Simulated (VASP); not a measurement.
A run of VASP 6.6.1:

INCAR

```
SYSTEM = RbNa3Te2
  ALGO = Normal
  EDIFF = 1E-7
  ENCUT = 520
  GGA = PE
  ISIF = 2
  ISMEAR = 0
  LASPH = .TRUE.
  LCHARG = .FALSE.
  LREAL = .FALSE.
  LWAVE = .FALSE.
  NBANDS = 30
  NELM = 80
  PREC = Accurate
  SIGMA = 0.1
```

File KPOINTS:

```
k-points
0
G
  6 6 2
  0 0 0
```

The input POSCAR:

```
RbNa3Te2
1.0
    4.6171943900      0.0000000000      0.0000000000
   -2.3085972000      3.9986076400      0.0000000000
    0.0000000000      0.0000000000      9.2475615200
Rb Na Te
1 3 2
Direct
    0.0000000000      0.0000000000      0.0000000000
    0.0000000000      0.0000000000      0.5000000000
    0.3333333300      0.6666666700      0.0000000000
    0.3333333300      0.6666666700      0.5000000000
    0.6666666700      0.3333333300      0.2376510100
    0.6666666700      0.3333333300      0.7623489900
```

Potentials or basis: VASP PAW PBE potentials, release 64 (Rb_sv, Na_pv, Te).

Launch:

```console
$ cat potpaw_PBE.64/Rb_sv/POTCAR potpaw_PBE.64/Na_pv/POTCAR potpaw_PBE.64/Te/POTCAR > POTCAR
$ mpirun -np 1 vasp_std > vasp.out
```

Hardware: 1 thread of Intel(R) Xeon(R) 6975P-C (Granite Rapids), on a shared host.

**Question.** Estimate the wall time of this run.

**Answer.** Run time: 43 s on 1 thread of Intel(R) Xeon(R) 6975P-C (Granite Rapids), with other jobs on the host, peak memory 0.31 GiB. Counts: scf iterations 16, k points 14.
